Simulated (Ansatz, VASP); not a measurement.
**ZnSe: VASP beside Ansatz**

The input INCAR:

```
PREC = Accurate
ENCUT = 500
EDIFF = 1E-7
ISMEAR = 0
SIGMA = 0.02
LREAL = False
LASPH = True
NELM = 120
ALGO = Normal
ISIF = 3
LWAVE = False
LCHARG = False
GGA = PS
IBRION = 2
NSW = 100
EDIFFG = -0.002
GGA_COMPAT = False
NELMIN = 4
```

The input KPOINTS:

```
Automatic mesh
0
Gamma
  8 8 8
```

The input POSCAR:

```
ZnSe
1.0
    0.0000000000      2.8340000000      2.8340000000
    2.8340000000      0.0000000000      2.8340000000
    2.8340000000      2.8340000000      0.0000000000
Zn Se
1 1
Direct
    0.0000000000      0.0000000000      0.0000000000
    0.2500000000      0.2500000000      0.2500000000
```

Input for Ansatz:

```yaml
crystal:
  lattice:
    - [0.0, 2.834, 2.834]
    - [2.834, 0.0, 2.834]
    - [2.834, 2.834, 0.0]
  atoms:
    - { symbol: Zn, position: [0.0, 0.0, 0.0] }
    - { symbol: Se, position: [0.25, 0.25, 0.25] }
basis:
  ecutwfc: 600.0
kpoints:
  mp_grid: { grid: [8, 8, 8] }
hamiltonian:
  xc: pbesol
  pseudopotentials: { kind: paw, azcp: { folder: soft_1 } }
scf:
  occupations: { method: gaussian, width: 0.02 }
output:
  forces: true
  stress: true
  eigenvalues: true
relax:
  adjacent_minimum: "off"
  f_tol: 0.002
  max_steps: 80
  cell: { stress_tol: 0.02 }
```

Alike in both runs: task relaxation of cell and atoms; functional PBEsol; k mesh 8 × 8 × 8; occupations gaussian, width 0.02 eV; no spin polarisation.

|  | VASP | Ansatz |
| --- | --- | --- |
| version | VASP 6.6.1 | Ansatz 0.2.0 |
| potentials or method | VASP PAW PBE potentials, release 64 (Zn, Se), cutoff 500 eV | scalar-relativistic, plane waves, PAW |
| valence electrons in the cell | 18 | 28 |

|  | VASP | Ansatz | Ansatz less VASP |
| --- | --- | --- | --- |
| gap on the k mesh at the Fermi level, each at its own relaxed structure (eV) | 1.23 | 1.24 | +0.010 |
| relaxed volume (Å³/atom) | 22.44 | 22.35 | -0.093 |
| relaxed length of the cell vector where the two differ most in proportion (Å) | 3.989 | 3.983 | -0.0055 |

VASP's potentials were made for PBE, not for PBEsol, and Ansatz warns of the same on its side. VASP's potentials hold 18 valence electrons a cell and Ansatz's 28, so a difference there can come from the potentials and not from the codes.
